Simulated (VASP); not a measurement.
Set up this calculation in VASP 6.6.1, as the native input.

* Task: single point
* Functional: r2SCAN
* Potentials or basis: VASP PAW PBE potentials, release 64 (Na_pv, Cd, F)
* Cutoff: 520 eV
* k mesh: 8 × 8 × 8
* Occupations: fermi-dirac, width 0.1 eV
* Spin: no spin polarisation
* Dipole correction: no
* Further INCAR settings: ALGO = Normal; EDIFF = 1e-06; NBANDS = 44

Na2CdF6:

```xyz
9
Lattice="0.0000 3.9207 3.9207 3.9207 0.0000 3.9207 3.9207 3.9207 0.0000" Properties=species:S:1:pos:R:3 pbc="T T T"
Na    1.9603    1.9603    1.9603
Na    5.8810    5.8810    5.8810
Cd    0.0000    0.0000    0.0000
F     1.6075    3.9207    3.9207
F     3.9207    1.6075    3.9207
F     6.2339    3.9207    3.9207
F     3.9207    6.2339    3.9207
F     3.9207    3.9207    1.6075
F     3.9207    3.9207    6.2339
```

One way to write it, as run:

POSCAR

```
Na2CdF6
1.0
    0.0000000000      3.9206740000      3.9206740000
    3.9206740000      0.0000000000      3.9206740000
    3.9206740000      3.9206740000      0.0000000000
Na Cd F
2 1 6
Direct
    0.2500000000      0.2500000000      0.2500000000
    0.7500000000      0.7500000000      0.7500000000
    0.0000000000      0.0000000000      0.0000000000
    0.7950000000      0.2050000000      0.2050000000
    0.2050000000      0.7950000000      0.2050000000
    0.2050000000      0.7950000000      0.7950000000
    0.7950000000      0.2050000000      0.7950000000
    0.2050000000      0.2050000000      0.7950000000
    0.7950000000      0.7950000000      0.2050000000
```

INCAR.step1

```
ALGO = Normal
EDIFF = 1E-4
ENCUT = 520
GGA = PE
ISMEAR = -1
LASPH = True
LCHARG = False
LREAL = False
LWAVE = True
NBANDS = 44
NELM = 60
PREC = Accurate
SIGMA = 0.1
```

INCAR.step2

```
ALGO = Normal
EDIFF = 1E-6
ENCUT = 520
ISIF = 2
ISMEAR = -1
ISTART = 1
LASPH = True
LCHARG = False
LMIXTAU = True
LREAL = False
LWAVE = False
METAGGA = R2SCAN
NBANDS = 44
NELM = 60
PREC = Accurate
SIGMA = 0.1
```

KPOINTS

```
k-points
0
Gamma
  8 8 8
```

Potentials or basis: VASP PAW PBE potentials, release 64 (Na_pv, Cd, F).

Launch:

```console
$ cat potpaw_PBE.64/Na_pv/POTCAR potpaw_PBE.64/Cd/POTCAR potpaw_PBE.64/F/POTCAR > POTCAR
$ cp INCAR.step1 INCAR
$ mpirun -np 1 vasp_std > vasp.out
$ cp INCAR.step2 INCAR
$ mpirun -np 1 vasp_std > vasp.out
```

It gave:

| Property | Result |
| --- | --- |
| Pressure | 97.7 GPa |
| Largest force | 23.756 eV/Å |
| Band gap on the k mesh | zero (bands 34 and 35 overlap by 0.19 eV) |

Caveat: the cell stands under pressure; the PAW data sets were made with another functional, which shifts forces and pressure a little.

It took 10 min on 1 thread of Intel(R) Xeon(R) Platinum 8259CL CPU @ 2.50GHz (Skylake/Cascade Lake), with other jobs on the host, peak memory 0.36 GiB.
